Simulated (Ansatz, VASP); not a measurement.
**Two plane-wave programs on Al**

Contents of INCAR:

```
PREC     = Accurate       # precision mode
ENCUT    = 520            # plane-wave cutoff, eV
EDIFF    = 1E-7           # SCF threshold, eV
ISMEAR   = 0              # smearing method
SIGMA    = 0.15           # smearing width, eV
LREAL    = False          # projectors in reciprocal space
LASPH    = True           # aspherical terms in the spheres
NELM     = 60             # most SCF steps
ALGO     = Fast           # electronic algorithm
ISIF     = 2              # what is computed and relaxed
LWAVE    = False          # write WAVECAR
LCHARG   = False          # write CHGCAR
GGA      = PS             # functional
NBANDS   = 8              # bands
```

Contents of KPOINTS:

```
regular mesh
0
Gamma
  20 20 20
```

Contents of POSCAR:

```
Al
1.0
    0.0000000000      1.9227810000      2.0239800000
    1.9227810000      0.0000000000      2.0239800000
    1.9227810000      1.9227810000      0.0000000000
Al
1
Direct
    0.0000000000      0.0000000000      0.0000000000
```

Input for Ansatz:

```yaml
crystal:
  lattice:
    - [0.0, 1.922781, 2.02398]
    - [1.922781, 0.0, 2.02398]
    - [1.922781, 1.922781, 0.0]
  atoms:
    - { symbol: Al, position: [0.0, 0.0, 0.0] }
basis:
  ecutwfc: 420
kpoints:
  mp_grid: { grid: [20, 20, 20] }
hamiltonian:
  xc: pbesol
scf:
  occupations: { method: gaussian, width: 0.15 }
output:
  forces: true
  stress: true
  eigenvalues: true
```

Change from the starting cell: strain -0.050 along x and y, +0.000 along z, atoms carried along.

Alike in both runs: task single point; functional PBEsol; k mesh 20 × 20 × 20; occupations gaussian, width 0.15 eV; no spin polarisation.

```csv
,VASP,Ansatz
version,VASP 6.6.1,Ansatz 0.2.0
potentials or method,"VASP PAW PBE potentials, release 64 (Al), cutoff 520 eV","scalar-relativistic, plane waves, PAW"
valence electrons in the cell,3,3
```

|  | VASP | Ansatz | Ansatz less VASP |
| --- | --- | --- | --- |
| gap on the k mesh at the Fermi level (eV) | none | none | - |
| pressure (GPa) | 8.0 | 7.9 | -0.10 |
| traceless stress, the component that is largest in VASP (GPa) | -2.94 | -2.92 | +0.019 |

VASP's potentials were made for PBE, not for PBEsol. A gap of «none» marks a metal or a gap that the smearing closes.
